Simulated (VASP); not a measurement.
Set up this calculation in VASP 6.6.1, as the native input.

```yaml
Task: single point
Functional: LDA
Potentials_or_basis: VASP PAW LDA potentials, release 64 (Ti_sv, Al)
Cutoff: 520 eV
k_mesh: 21 × 21 × 12
Occupations: gaussian, width 0.15 eV
Spin: collinear spin
Starting_moments: "[0.625, 0.0] μB"
Fixed_moment: 0.625 μB
Dipole_correction: no
Further_INCAR_settings: ALGO = Normal; EDIFF = 1e-07; NBANDS = 18
```

The structure of TiAl lies in POSCAR:

```
TiAl
1.0
    2.8490138039      0.0000000000      0.0000000000
   -1.4245069020      2.4673183299      0.0000000000
    0.0000000000      0.0000000000      4.6504521693
Ti Al
1 1
Direct
    0.0000000000      0.0000000000      0.0000000000
    0.3333333333      0.6666666667      0.5000000000
```

These files were run (other wordings do the same):

INCAR

```
SYSTEM = TiAl
PREC = Accurate
ENCUT = 520
EDIFF = 1E-7
ISMEAR = 0
SIGMA = 0.15
LREAL = .FALSE.
LASPH = .TRUE.
NELM = 150
ALGO = Normal
ISIF = 2
LWAVE = .FALSE.
LCHARG = .FALSE.
ISPIN = 2
MAGMOM = 0.625 0
LORBIT = 11
NUPDOWN = 0.625
LMAXMIX = 4
NBANDS = 18
```

KPOINTS

```
regular mesh
0
G
  21 21 12
  0 0 0
```

Potentials or basis: VASP PAW LDA potentials, release 64 (Ti_sv, Al).

Launch:

```bash
$ cat potpaw_LDA.64/Ti_sv/POTCAR potpaw_LDA.64/Al/POTCAR > POTCAR
$ mpirun -np 1 vasp_std > vasp.out
```

It gave:

| Property | Result |
| --- | --- |
| Pressure | -3.9 GPa |
| Net moment | 0.62 μB per cell |
| Site moments | Ti +0.37; Al +0.02 μB |
| Valence electrons inside the program's atomic spheres | Ti 10.31; Al 0.82 |

Caveat: the cell stands under tension; the total moment is fixed, so each spin has its own Fermi level.

Wall time 5.1 min on 1 thread of Intel(R) Xeon(R) Platinum 8175M CPU @ 2.50GHz (Skylake/Cascade Lake), on a shared host, peak memory 0.38 GiB.
